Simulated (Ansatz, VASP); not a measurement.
SnSe: VASP beside Ansatz

The input POSCAR:

```
SnSe
1.0
    0.0000000000      3.0948330053      2.8472463649
    3.0948330053      0.0000000000      2.8472463649
    3.0948330053      3.0948330053      0.0000000000
Sn Se
1 1
Direct
    0.0000000000      0.0000000000      0.0000000000
    0.5000000000      0.5000000000      0.5000000000
```

Contents of INCAR.step1:

```
SYSTEM = SnSe
ALGO = Normal
EDIFF = 1E-4
ENCUT = 520
GGA = PE
ISMEAR = 0
LASPH = .True.
LCHARG = .False.
LREAL = .False.
LWAVE = .True.
NBANDS = 17
NELM = 100
PREC = Accurate
SIGMA = 0.05
```

The input INCAR.step2:

```
SYSTEM = SnSe
ALGO = Normal
EDIFF = 1E-7
ENCUT = 520
ISIF = 2
ISMEAR = 0
ISTART = 1
LASPH = .True.
LCHARG = .False.
LMIXTAU = .True.
LREAL = .False.
LWAVE = .False.
METAGGA = R2SCAN
NBANDS = 17
NELM = 100
PREC = Accurate
SIGMA = 0.05
```

File KPOINTS:

```
k-points
0
Gamma
  12 12 12
  0 0 0
```

Input for Ansatz:

```yaml
crystal:
  lattice:
    - [0.0, 3.0948330053, 2.8472463649]
    - [3.0948330053, 0.0, 2.8472463649]
    - [3.0948330053, 3.0948330053, 0.0]
  atoms:
    - { symbol: Sn, position: [0.0, 0.0, 0.0] }
    - { symbol: Se, position: [0.5, 0.5, 0.5] }
basis:
  ecutwfc: 500
kpoints:
  mp_grid: { grid: [12, 12, 12] }
hamiltonian:
  xc: r2scan
scf:
  occupations: { method: gaussian, width: 0.05 }
output:
  forces: true
  stress: true
  eigenvalues: true
```

Alike in both runs: task single point; functional r2SCAN; k mesh 12 × 12 × 12; occupations gaussian, width 0.05 eV; no spin polarisation.

|  | VASP | Ansatz |
| --- | --- | --- |
| version | VASP 6.6.1 | Ansatz 0.2.0 |
| potentials or method | VASP PAW PBE potentials, release 64 (Sn_d, Se), cutoff 520 eV | scalar-relativistic, plane waves, PAW |
| valence electrons in the cell | 20 | 30 |

```tsv
	VASP	Ansatz	Ansatz less VASP
gap on the k mesh at the Fermi level (eV)	0.25	0.25	0.000
least direct gap on the mesh (eV)	0.28	0.28	0.000
pressure (GPa)	1.1	1.1	0.00
traceless stress, the component that is largest in VASP (GPa)	7.97	7.96	-0.016
```

VASP's potentials were made for PBE, not for r2SCAN. VASP's potentials hold 20 valence electrons a cell and Ansatz's 30, so a difference there can come from the potentials and not from the codes.
